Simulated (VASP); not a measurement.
A run of VASP 6.6.1 is set up as follows.

The input INCAR:

```
PREC = Accurate
ENCUT = 600
EDIFF = 1E-6
ISMEAR = 0
SIGMA = 0.05
LREAL = False
LASPH = True
NELM = 200
ALGO = Normal
ISIF = 2
LWAVE = False
LCHARG = True
ISPIN = 2
MAGMOM = 0.05 0
LORBIT = 11
LMAXMIX = 4
GGA = PE
IVDW = 12
LELF = True
LVHAR = True
NBANDS = 19
GGA_COMPAT = False
```

KPOINTS

```
Automatic mesh
0
Gamma
  10 10 8
```

POSCAR

```
TaN
1.0
    2.9075807063      0.0000000000      0.0000000000
   -1.4537903531      2.5180387552      0.0000000000
    0.0000000000      0.0000000000      2.8640133888
Ta N
1 1
Direct
    0.3333333333      0.6666666667      0.5000000000
    0.0000000000      0.0000000000      0.0000000000
```

Potentials or basis: VASP PAW PBE potentials, release 64 (Ta_pv, N).

Launch:

```bash
$ cat potpaw_PBE.64/Ta_pv/POTCAR potpaw_PBE.64/N/POTCAR > POTCAR
$ mpirun -np 1 vasp_std > vasp.out
```

(1) Predict the band gap on the k mesh.

(2) Estimate the dispersion energy per atom.

(3) Estimate the net moment.

Answers

(1) zero (filled and empty bands overlap).

(2) -0.479 eV.

(3) 0.00 μB per cell.

Caveat: spin-orbit coupling is left out, which moves the levels of the heavy elements.
